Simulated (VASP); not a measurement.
# LiCaF3 (P4/mmm) in VASP: notebook

Runs on LiCaF3. Level: LDA. Tasks: single point.

Program: VASP 6.6.1. These are calculated values, not measurements. Logs are shortened: lines on timing, memory, paths and dates and some standing lists are left out, and cuts for length are marked.

### 1 The cell of the first run

The structure is tetragonal, space group P4/mmm (No. 123). The conventional cell has a = 3.761 Å, b = 3.761 Å, c = 3.818 Å, α = 90.00°, β = 90.00°, γ = 90.00°. Li (site symmetry 4/mmm) has 6 F at 1.88 to 1.91 Å within 2.5 Å. Within 3.5 Å of Ca (site symmetry 4/mmm) lie 12 F at 2.66 to 2.68 Å and 8 Li at 3.27 Å. F (site symmetry mmm) has 2 Li at 1.88 Å within 2.5 Å. Within 2.5 Å of F (site symmetry 4/mmm) lie 2 Li at 1.91 Å.

### 2 Single point, LDA (strain +0.0150 x Voigt [0, 0, 1, 0, 0, 0])

Contents of INCAR:

```
SYSTEM = LiCaF3
PREC     = Accurate       ! precision mode
ENCUT    = 520            ! plane-wave cutoff, eV
EDIFF    = 1E-7           ! SCF threshold, eV
ISMEAR   = 0              ! smearing method
SIGMA    = 0.05           ! smearing width, eV
LREAL    = .False.        ! projectors in reciprocal space
LASPH    = .True.         ! aspherical terms in the spheres
NELM     = 80             ! most SCF steps
ALGO     = Normal         ! electronic algorithm
ISIF     = 2              ! what is computed and relaxed
LWAVE    = .False.        ! write WAVECAR
LCHARG   = .False.        ! write CHGCAR
GGA      = CA             ! functional
NBANDS   = 25             ! bands
```

Contents of KPOINTS:

```
regular mesh
0
Gamma
  6 6 6
  0 0 0
```

Contents of POSCAR:

```
LiCaF3
1.0
    3.7612440000      0.0000000000      0.0000000000
    0.0000000000      3.7612440000      0.0000000000
    0.0000000000      0.0000000000      3.8176626600
Li Ca F
1 1 3
Direct
    0.5000000000      0.5000000000      0.5000000000
    0.0000000000      0.0000000000      0.0000000000
    0.0000000000      0.5000000000      0.5000000000
    0.5000000000      0.5000000000      0.0000000000
    0.5000000000      0.0000000000      0.5000000000
```

Potentials or basis: VASP PAW LDA potentials, release 64 (Li_sv, Ca_sv, F).

Started as:

```bash
> cat potpaw_LDA.64/Li_sv/POTCAR potpaw_LDA.64/Ca_sv/POTCAR potpaw_LDA.64/F/POTCAR > POTCAR
> mpirun -np 1 vasp_std > vasp.out
```

OUTCAR:

```text
SYSTEM = LiCaF3
   PREC = Accurate
   ENCUT = 520
   EDIFF = 1E-7
   ISMEAR = 0
   LREAL = .False.
   LASPH = .True.
   NELM = 80
   ISIF = 2
   GGA = CA

 ion  position               nearest neighbor table
   1  0.500  0.500  0.500-   3 1.88   5 1.88   5 1.88   3 1.88   4 1.91   4 1.91
   2  0.000  0.000  0.000-
   3  0.000  0.500  0.500-   1 1.88   1 1.88
   4  0.500  0.500  0.000-   1 1.91   1 1.91
   5  0.500  0.000  0.500-   1 1.88   1 1.88

  LATTYP: Found a simple tetragonal cell.
 ALAT       =     3.7612440000
 C/A-ratio  =     1.0150000000

  Lattice vectors:

 A1 = (   3.7612440000,   0.0000000000,   0.0000000000)
 A2 = (   0.0000000000,   3.7612440000,   0.0000000000)
 A3 = (   0.0000000000,   0.0000000000,   3.8176626600)

Analysis of symmetry for initial positions (statically):
=====================================================================
 Subroutine PRICEL returns:
 Original cell was already a primitive cell.

 Routine SETGRP: Setting up the symmetry group for a
 simple tetragonal supercell.

 Subroutine GETGRP returns: Found 16 space group operations
 (whereof 16 operations were pure point group operations)
 out of a pool of 16 trial point group operations.

The static configuration has the point symmetry D_4h.

Analysis of symmetry for dynamics (positions and initial velocities):
=====================================================================
 Subroutine PRICEL returns:
 Original cell was already a primitive cell.

 Routine SETGRP: Setting up the symmetry group for a
 simple tetragonal supercell.

 Subroutine GETGRP returns: Found 16 space group operations
 (whereof 16 operations were pure point group operations)
 out of a pool of 16 trial point group operations.

The dynamic configuration has the point symmetry D_4h.

 Subroutine INISYM returns: Found 16 space group operations
 (whereof 16 operations are pure point group operations),
 and found     1 'primitive' translations

----------------------------------------------------------------------------------------

                                     Primitive cell
[... 86 lines left out ...]
   NGXF,Y,Z  is equivalent  to a cutoff of  24.75, 24.75, 24.39 a.u.
 SYSTEM =  LiCaF3
   PREC   = accura    normal or accurate (medium, high low for compatibility)
   ISTART =      0    job   : 0-new  1-cont  2-samecut
   ICHARG =      2    charge: 1-file 2-atom 10-const
   ISPIN  =      1    spin polarized calculation?
   LNONCOLLINEAR =      F non collinear calculations
   LSORBIT =      F    spin-orbit coupling
   LASPH  =      T    aspherical Exc in radial PAW
   ENCUT  =  520.0 eV  38.22 Ry    6.18 a.u.   6.99  6.99  7.10*2*pi/ulx,y,z
   NELM   =     80;   NELMIN=  2; NELMDL= -5     # of ELM steps
   EDIFF  = 0.1E-06   stopping-criterion for ELM
   LREAL  =      F    real-space projection
   EDIFFG = 0.1E-05   stopping-criterion for IOM
   NSW    =      0    number of steps for IOM
   IBRION =     -1    ionic relax: 0-MD 1-quasi-New 2-CG
   NFREE  =      0    steps in history (QN), initial steepest desc. (CG)
   ISIF   =      2    stress and relaxation
   ISYM   =      2    0-nonsym 1-usesym 2-fastsym
   POTIM  = 0.5000    time-step for ionic-motion
   TEBEG  =    0.0;   TEEND  =   0.0 temperature during run
   PSTRESS=    0.0 pullay stress
   NELECT =      34.0000    total number of electrons
   NUPDOWN=      -1.0000    fix difference up-down
   EMIN   =  10.00;   EMAX   =-10.00  energy-range for DOS
   EFERMI =   0.00;   METHOD = LEGACY
   ISMEAR =     0;   SIGMA  =   0.05  broadening in eV -4-tet -1-fermi 0-gaus
   EFERMI_NEDOS =   21; number of points for ismear=-14 and -15
   IALGO  =     38    algorithm
   IMIX   =      4    mixing-type and parameters
     AMIX     =   0.40;   BMIX     =  1.00
     AMIX_MAG =   1.60;   BMIX_MAG =  1.00
  volume/ion in A,a.u.               =      10.80        72.89
  Fermi-wavevector in a.u.,A,eV,Ry     =   1.403075  2.651428 26.784701  1.968620
  Thomas-Fermi vector in A             =   2.525773
   LORBIT       =      0    0 simple, 1 ext, 2 COOP (PROOUT), +10 PAW based schemes
   GGA     = CA    functional components
   LHFCALC =     F    Hartree Fock is set to
   AEXX    =    0.0000 exact exchange contribution
   IVDW    =     0    specifies the selected vdW correction
   LEPSILON=     F    determine dielectric tensor
   LRPA    =     F    only Hartree local field effects (RPA)
 non-spin polarized calculation
 Gauss-broadening in eV      SIGMA  =   0.05
  energy-cutoff  :      520.00
  volume of cell :       54.01
 maximum number of plane-waves:      1472
 NGX is ok and might be reduce to    28
   NGX = 13   NGY = 13   NGZ = 15

 number of electron      33.9999960 magnetization

 Free energy of the ion-electron system (eV)
  ---------------------------------------------------
  ext. energy  EPLUGINS =         0.00000000
  ---------------------------------------------------
  free energy    TOTEN  =       -28.53828244 eV

  energy without entropy =      -28.53828244  energy(sigma->0) =      -28.53828244

 E-fermi :  -0.0384     XC(G=0): -10.9001

 val. band max:       -0.2998181969   @ k =   0.5000   0.5000   0.5000
 cond. band min:       5.8861274258   @ k =   0.0000   0.0000   0.0000
 fundamental gap:      6.1859456226
 Fermi energy:        -0.0383660643

 k-point     1 :       0.0000    0.0000    0.0000
  band No.  band energies     occupation
      1     -39.4655      2.00000
      2     -37.5767      2.00000
      3     -20.2205      2.00000
      4     -19.3115      2.00000
      5     -19.2354      2.00000
      6     -18.7921      2.00000
[... 661 lines left out ...]
     24      11.1413      0.00000
     25      13.1982      0.00000

 [... further k-points ...]
[... 5 lines left out ...]
  --------------------------------------------------------------------------------------
  -------------------------------------------------------------------------------------
  Total       -3.2884769     -3.2884769     -3.8271012      0.0000000      0.0000000      0.0000000
  in kB      -97.5539405    -97.5539405   -113.5324374      0.0000000      0.0000000      0.0000000
  external PRESSURE =    -102.8801061 kB  Pullay stress =       0.0000000 kB

 VOLUME and BASIS-vectors are now :
 -----------------------------------------------------------------------------
  energy-cutoff  :      520.00
  volume of cell :       54.01
      direct lattice vectors                 reciprocal lattice vectors
     3.761244000  0.000000000  0.000000000     0.265869484  0.000000000  0.000000000
     0.000000000  3.761244000  0.000000000     0.000000000  0.265869484  0.000000000
     0.000000000  0.000000000  3.817662660     0.000000000  0.000000000  0.261940378

 POSITION                                       TOTAL-FORCE (eV/Angst)
 -----------------------------------------------------------------------------------
      1.88062      1.88062      1.90883         0.000000      0.000000      0.000000
      0.00000      0.00000      0.00000         0.000000      0.000000      0.000000
      0.00000      1.88062      1.90883         0.000000      0.000000      0.000000
      1.88062      1.88062      0.00000         0.000000      0.000000      0.000000
      1.88062      0.00000      1.90883         0.000000      0.000000      0.000000
 -----------------------------------------------------------------------------------
    total drift:                                0.000000      0.000000      0.000000

  FREE ENERGIE OF THE ION-ELECTRON SYSTEM (eV)
  ---------------------------------------------------
  free  energy   TOTEN  =       -28.5382824375 eV

  energy  without entropy=      -28.5382824375  energy(sigma->0) =      -28.53828244
```

OSZICAR:

```text
N       E                     dE             d eps       ncg     rms          rms(c)
DAV:   1     0.298982139542E+03    0.29898E+03   -0.18619E+04  2000   0.144E+03
DAV:   2    -0.108402503032E+02   -0.30982E+03   -0.29965E+03  2333   0.389E+02
DAV:   3    -0.289163977473E+02   -0.18076E+02   -0.17990E+02  2770   0.936E+01
DAV:   4    -0.307935548162E+02   -0.18772E+01   -0.18749E+01  3332   0.172E+01
DAV:   5    -0.308075566721E+02   -0.14002E-01   -0.14001E-01  2613   0.171E+00    0.920E+00
DAV:   6    -0.287453816777E+02    0.20622E+01   -0.63036E+00  2272   0.164E+01    0.352E+00
DAV:   7    -0.286215139506E+02    0.12387E+00   -0.28331E-01  2774   0.377E+00    0.196E+00
DAV:   8    -0.285386927012E+02    0.82821E-01   -0.12495E-01  2420   0.326E+00    0.306E-01
DAV:   9    -0.285383503662E+02    0.34234E-03   -0.22403E-02  2760   0.100E+00    0.183E-01
DAV:  10    -0.285383668606E+02   -0.16494E-04   -0.29827E-03  2251   0.501E-01    0.607E-02
DAV:  11    -0.285382831009E+02    0.83760E-04   -0.34841E-04  2755   0.205E-01    0.226E-02
DAV:  12    -0.285382828921E+02    0.20880E-06   -0.23474E-05  2309   0.393E-02    0.529E-03
DAV:  13    -0.285382825285E+02    0.36351E-06   -0.17264E-06  2792   0.977E-03    0.241E-03
DAV:  14    -0.285382824375E+02    0.91038E-07   -0.24102E-07  2362   0.502E-03
   1 F= -.28538282E+02 E0= -.28538282E+02  d E =-.191938E-15
```

It took 39 s on 1 thread of AMD EPYC 7R13 (Zen 3), shared host; peak memory 0.14 GiB.

Results:

```
Free energy            : -28.5383 eV
Band gap on the k mesh : 6.19 eV, indirect (least direct gap 6.37 eV)
```

Caveat: the cell differs from its parent crystal (strain +0.0150 x Voigt [0, 0, 1, 0, 0, 0]); the cutoff is under 1.25 times the usual one of these potentials, so pressure, stress and relaxed cells hold a basis-set (Pulay) error.

### 3 Single point, LDA (strain +0.0300 x Voigt [0, 0, 1, 0, 0, 0])

Contents of INCAR:

```
SYSTEM = LiCaF3
PREC = Accurate
ENCUT = 520
EDIFF = 1E-7
ISMEAR = 0
SIGMA = 0.05
LREAL = .FALSE.
LASPH = .TRUE.
NELM = 80
ALGO = Normal
ISIF = 2
LWAVE = .FALSE.
LCHARG = .FALSE.
GGA = CA
NBANDS = 25
```

Contents of KPOINTS:

```
regular mesh
0
G
  6 6 6
  0 0 0
```

POSCAR: that of step 2 with these lines changed.

```diff
@@ -4,3 +4,3 @@
     0.0000000000      3.7612440000      0.0000000000
-    0.0000000000      0.0000000000      3.8176626600
+    0.0000000000      0.0000000000      3.8740813200
 Li Ca F
```

Potentials or basis: VASP PAW LDA potentials, release 64 (Li_sv, Ca_sv, F).

Started as:

```bash
> cat potpaw_LDA.64/Li_sv/POTCAR potpaw_LDA.64/Ca_sv/POTCAR potpaw_LDA.64/F/POTCAR > POTCAR
> mpirun -np 1 vasp_std > vasp.out
```

Run time: 36 s. Hardware: 1 thread of AMD EPYC 7R13 (Zen 3), shared host; peak memory 0.14 GiB.

It converged, with:

```yaml
Free_energy: -28.4795 eV
Band_gap_on_the_k_mesh: 6.03 eV, indirect (least direct gap 6.27 eV)
```

Levels at points of the mesh, in eV from the valence-band top:
| k point | band 15 | band 16 | band 17 | band 18 | band 19 | band 20 |
| --- | --- | --- | --- | --- | --- | --- |
| (0.00, 0.00, 0.00) | -0.27 | -0.24 | -0.24 | 6.03 | 6.12 | 6.30 |
| (0.50, 0.00, 0.00) | -1.22 | -0.68 | -0.54 | 7.19 | 7.38 | 7.91 |
| (0.50, 0.50, 0.00) | -1.55 | -0.19 | -0.05 | 7.55 | 7.87 | 8.41 |
| (0.00, 0.00, 0.50) | -1.38 | -0.45 | -0.45 | 7.04 | 7.15 | 7.92 |
| (0.50, 0.00, 0.50) | -1.44 | -0.33 | -0.28 | 7.56 | 7.66 | 8.46 |
| (0.50, 0.50, 0.50) | -0.21 | -0.18 | 0.00 | 7.11 | 7.11 | 7.11 |

Caveat: the cell differs from its parent crystal (strain +0.0300 x Voigt [0, 0, 1, 0, 0, 0]); the cutoff is under 1.25 times the usual one of these potentials, so pressure, stress and relaxed cells hold a basis-set (Pulay) error.
